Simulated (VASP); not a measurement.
# Ti (P2_1/m) in VASP: single point with PBE

Aim: the single point of Ti with PBE.

All numbers are computed with VASP 6.6.1; they aren't measurements. Logs are shortened: lines on timing, memory, paths and dates and some standing lists are left out, and cuts for length are marked.

### Step 1. The cell of the first run

The structure is monoclinic, space group P2_1/m (No. 11). The conventional cell has a = 2.902 Å, b = 4.592 Å, c = 2.902 Å, α = 90.00°, β = 120.00°, γ = 90.00°. Ti (site symmetry m) has 12 Ti at 2.64 to 3.09 Å within 3.5 Å.

### Step 2. Single point, PBE (atoms displaced along a vibrational mode, the cell strained)

File INCAR:

```
PREC = Accurate
ENCUT = 520
EDIFF = 1E-6
ISMEAR = 0
SIGMA = 0.15
LREAL = False
LASPH = True
NELM = 60
ALGO = Fast
ISIF = 2
LWAVE = False
LCHARG = False
GGA = PE
NBANDS = 19
```

File KPOINTS:

```
Automatic mesh
0
Gamma
  18 18 10
```

File POSCAR:

```
Ti
1.0
    2.9015286727      0.0000000000      0.0000000000
   -1.4507643364      2.5127975404      0.0000000000
    0.0000000000      0.0000000000      4.5924253350
Ti
2
Direct
    0.2567573194      0.6666666667      0.2500000000
    0.7432426806      0.3333333333      0.7500000000
```

Potentials or basis: VASP PAW PBE potentials, release 64 (Ti_sv).

The run is started by

```
cat potpaw_PBE.64/Ti_sv/POTCAR > POTCAR
mpirun -np 1 vasp_std > vasp.out
```

OUTCAR:

```text
PREC = Accurate
   ENCUT = 520
   EDIFF = 1E-6
   ISMEAR = 0
   LREAL = False
   LASPH = True
   NELM = 60
   ISIF = 2
   GGA = PE

 ion  position               nearest neighbor table
   1  0.257  0.667  0.250-   2 2.64   2 2.64   2 2.88   2 2.88
   2  0.743  0.333  0.750-   1 2.64   1 2.64   1 2.88   1 2.88

  LATTYP: Found a hexagonal cell.
 ALAT       =     2.9015286727
 C/A-ratio  =     1.5827606248

  Lattice vectors:

 A1 = (   2.9015286727,   0.0000000000,   0.0000000000)
 A2 = (  -1.4507643364,   2.5127975404,   0.0000000000)
 A3 = (   0.0000000000,   0.0000000000,   4.5924253350)

Analysis of symmetry for initial positions (statically):
=====================================================================
 Subroutine PRICEL returns:
 Original cell was already a primitive cell.

 Routine SETGRP: Setting up the symmetry group for a
 hexagonal supercell.

 Subroutine GETGRP returns: Found  4 space group operations
 (whereof  2 operations were pure point group operations)
 out of a pool of 24 trial point group operations.

The static configuration has the point symmetry S_2 .
 The point group associated with its full space group is C_2h.

Analysis of symmetry for dynamics (positions and initial velocities):
=====================================================================
 Subroutine PRICEL returns:
 Original cell was already a primitive cell.

 Routine SETGRP: Setting up the symmetry group for a
 hexagonal supercell.

 Subroutine GETGRP returns: Found  4 space group operations
 (whereof  2 operations were pure point group operations)
 out of a pool of 24 trial point group operations.

The dynamic configuration has the point symmetry S_2 .
 The point group associated with its full space group is C_2h.

 Subroutine INISYM returns: Found  4 space group operations
 (whereof  2 operations are pure point group operations),
 and found     1 'primitive' translations

----------------------------------------------------------------------------------------

                                     Primitive cell

  volume of cell :      33.4832

  direct lattice vectors                    reciprocal lattice vectors
     2.901528673  0.000000000  0.000000000     0.344645914  0.198981411  0.000000000
[... 81 lines left out ...]
   LNONCOLLINEAR =      F non collinear calculations
   LSORBIT =      F    spin-orbit coupling
   LASPH  =      T    aspherical Exc in radial PAW
   ENCUT  =  520.0 eV  38.22 Ry    6.18 a.u.   5.39  5.39  8.54*2*pi/ulx,y,z
   NELM   =     60;   NELMIN=  2; NELMDL= -5     # of ELM steps
   EDIFF  = 0.1E-05   stopping-criterion for ELM
   LREAL  =      F    real-space projection
   EDIFFG = 0.1E-04   stopping-criterion for IOM
   NSW    =      0    number of steps for IOM
   IBRION =     -1    ionic relax: 0-MD 1-quasi-New 2-CG
   NFREE  =      0    steps in history (QN), initial steepest desc. (CG)
   ISIF   =      2    stress and relaxation
   ISYM   =      2    0-nonsym 1-usesym 2-fastsym
   POTIM  = 0.5000    time-step for ionic-motion
   TEBEG  =    0.0;   TEEND  =   0.0 temperature during run
   PSTRESS=    0.0 pullay stress
   NELECT =      24.0000    total number of electrons
   NUPDOWN=      -1.0000    fix difference up-down
   EMIN   =  10.00;   EMAX   =-10.00  energy-range for DOS
   EFERMI =   0.00;   METHOD = LEGACY
   ISMEAR =     0;   SIGMA  =   0.15  broadening in eV -4-tet -1-fermi 0-gaus
   EFERMI_NEDOS =   21; number of points for ismear=-14 and -15
   IALGO  =     68    algorithm
   IMIX   =      4    mixing-type and parameters
     AMIX     =   0.40;   BMIX     =  1.00
     AMIX_MAG =   1.60;   BMIX_MAG =  1.00
  volume/ion in A,a.u.               =      16.74       112.98
  Fermi-wavevector in a.u.,A,eV,Ry     =   1.465108  2.768653 29.205485  2.146543
  Thomas-Fermi vector in A             =   2.581005
   LORBIT       =      0    0 simple, 1 ext, 2 COOP (PROOUT), +10 PAW based schemes
   GGA     = PE    functional components
   LHFCALC =     F    Hartree Fock is set to
   AEXX    =    0.0000 exact exchange contribution
   IVDW    =     0    specifies the selected vdW correction
   LEPSILON=     F    determine dielectric tensor
   LRPA    =     F    only Hartree local field effects (RPA)
 non-spin polarized calculation
 RMM-DIIS sequential band-by-band and
 Gauss-broadening in eV      SIGMA  =   0.15
  energy-cutoff  :      520.00
  volume of cell :       33.48
 maximum number of plane-waves:       929
 NGX is ok and might be reduce to    24
   NGX = 11   NGY = 11   NGZ = 17

 number of electron      24.0000005 magnetization

 Free energy of the ion-electron system (eV)
  ---------------------------------------------------
  ext. energy  EPLUGINS =         0.00000000
  ---------------------------------------------------
  free energy    TOTEN  =       -15.55324974 eV

  energy without entropy =      -15.52192967  energy(sigma->0) =      -15.53758971

 E-fermi :   8.5927     XC(G=0): -11.6635

 val. band max:        8.5916156683   @ k =   0.2778   0.0556   0.3000
 cond. band min:       8.5932598380   @ k =   0.2778   0.3333  -0.4000
 fundamental gap:      0.0016441697
 Fermi energy:         8.5927293781

 k-point     1 :       0.0000    0.0000    0.0000
  band No.  band energies     occupation
      1     -48.0571      2.00000
      2     -47.8726      2.00000
      3     -24.7209      2.00000
      4     -24.0194      2.00000
      5     -23.9273      2.00000
      6     -23.9094      2.00000
[... 505 lines left out ...]
      6     -24.0886      2.00000
[... 11 lines left out ...]
     18      12.3068      0.00000
     19      12.8135      0.00000

 [... further k-points ...]

------------------------ aborting loop because EDIFF is reached ----------------------------------------

  FORCE on cell =-STRESS in cart. coord.  units (eV):
  Direction    XX          YY          ZZ          XY          YZ          ZX
  --------------------------------------------------------------------------------------
  -------------------------------------------------------------------------------------
  Total        0.6395464      0.2395761      1.0652517      0.8757218      0.0000000      0.0000000
  in kB       30.6024461     11.4637756     50.9725494     41.9034958      0.0000000      0.0000000
  external PRESSURE =      31.0129237 kB  Pullay stress =       0.0000000 kB

 VOLUME and BASIS-vectors are now :
 -----------------------------------------------------------------------------
  energy-cutoff  :      520.00
  volume of cell :       33.48
      direct lattice vectors                 reciprocal lattice vectors
     2.901528673  0.000000000  0.000000000     0.344645914  0.198981411  0.000000000
    -1.450764336  2.512797540  0.000000000     0.000000000  0.397962822  0.000000000
     0.000000000  0.000000000  4.592425335     0.000000000  0.000000000  0.217749866

 POSITION                                       TOTAL-FORCE (eV/Angst)
 -----------------------------------------------------------------------------------
     -0.22219      1.67520      1.14811         0.414239      0.042018      0.000000
      1.67295      0.83760      3.44432        -0.414239     -0.042018     -0.000000
 -----------------------------------------------------------------------------------
    total drift:                                0.000000     -0.000000      0.000000

  FREE ENERGIE OF THE ION-ELECTRON SYSTEM (eV)
  ---------------------------------------------------
  free  energy   TOTEN  =       -15.5532497440 eV

  energy  without entropy=      -15.5219296718  energy(sigma->0) =      -15.53758971
```

Wall time 39 min (1 thread of Intel Xeon 8259CL, shared host); peak memory 0.59 GiB.

What came out:

```
Free energy            : -15.5532 eV
Pressure               : 3.1 GPa
Largest force          : 0.416 eV/Å
Band gap on the k mesh : zero (bands 12 and 13 overlap by 1.22 eV)
```

Forces in eV/Å, atoms in the order of the input:
```
Ti   0.414  0.042  0.000
Ti  -0.414 -0.042  0.000
```

Stress tensor (GPa, compression positive):
```
3.06 4.19 0.00
4.19 1.15 0.00
0.00 0.00 5.10
```

Caveat: the cell differs from its parent crystal (atoms displaced along a vibrational mode, the cell strained); the cell stands under pressure.
